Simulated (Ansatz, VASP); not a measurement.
## One calculation of LiTa4O, two programs

Contents of INCAR:

```
SYSTEM = LiTa4O
  PREC = Accurate
  ENCUT = 520
  EDIFF = 1E-7
  ISMEAR = 0
  SIGMA = 0.1
  LREAL = .False.
  LASPH = .True.
  NELM = 60
  ALGO = Normal
  ISIF = 2
  LWAVE = .False.
  LCHARG = .False.
  GGA = PE
  NBANDS = 36
```

The input KPOINTS:

```
Automatic mesh
0
Gamma
  6 6 4
  0 0 0
```

POSCAR

```
LiTa4O
1.0
    3.4264166200      0.0000000000      0.0000000000
   -1.7132083100      2.9673638400      0.0000000000
    0.0000000000      0.0000000000      7.1228368200
Li Ta O
1 4 1
Direct
    0.0000000000      0.0000000000      0.5000000000
    0.3333333300      0.6666666700      0.7432699200
    0.3333333300      0.6666666700      0.2567300800
    0.6666666700      0.3333333300      0.7432699200
    0.6666666700      0.3333333300      0.2567300800
    0.0000000000      0.0000000000      0.0000000000
```

Input for Ansatz:

```yaml
crystal:
  lattice:
    - [3.42641662, 0.0, 0.0]
    - [-1.71320831, 2.96736384, 0.0]
    - [0.0, 0.0, 7.12283682]
  atoms:
    - { symbol: Li, position: [0.0, 0.0, 0.5] }
    - { symbol: Ta, position: [0.33333333, 0.66666667, 0.74326992] }
    - { symbol: Ta, position: [0.33333333, 0.66666667, 0.25673008] }
    - { symbol: Ta, position: [0.66666667, 0.33333333, 0.74326992] }
    - { symbol: Ta, position: [0.66666667, 0.33333333, 0.25673008] }
    - { symbol: O, position: [0.0, 0.0, 0.0] }
basis:
  ecutwfc: 420
kpoints:
  mp_grid: { grid: [6, 6, 4] }
hamiltonian:
  xc: pbe
scf:
  occupations: { method: gaussian, width: 0.1 }
  lower_state_search: "off"
output:
  forces: true
  stress: true
  eigenvalues: true
```

Change from the starting cell: species swapped into the TiVB4 type (P6/mmm, No. 191).

Alike in both runs: task single point; functional PBE; k mesh 6 × 6 × 4; occupations gaussian, width 0.1 eV; no spin polarisation.

|  | VASP | Ansatz |
| --- | --- | --- |
| version | VASP 6.6.1 | Ansatz 0.2.0 |
| potentials or method | VASP PAW PBE potentials, release 64 (Li_sv, Ta_pv, O), cutoff 520 eV | scalar-relativistic, plane waves, PAW |
| valence electrons in the cell | 53 | 61 |

```tsv
	VASP	Ansatz	Ansatz less VASP
gap on the k mesh at the Fermi level (eV)	none	none	-
rms of the force components (eV/Å)	0.055	0.055	+0.0002
```

Atom by atom the forces differ by 0.000 eV/Å (rms over components). A gap of «none» marks a metal or a gap that the smearing closes. The functional is the same, so the differences come from potentials, cutoffs and numerics. VASP's potentials hold 53 valence electrons a cell and Ansatz's 61, so a difference there can come from the potentials and not from the codes.

Spin-orbit coupling is off throughout. Noted on VASP's run: the cutoff is under 1.25 times that of the potentials, so the pressure is a little rough.
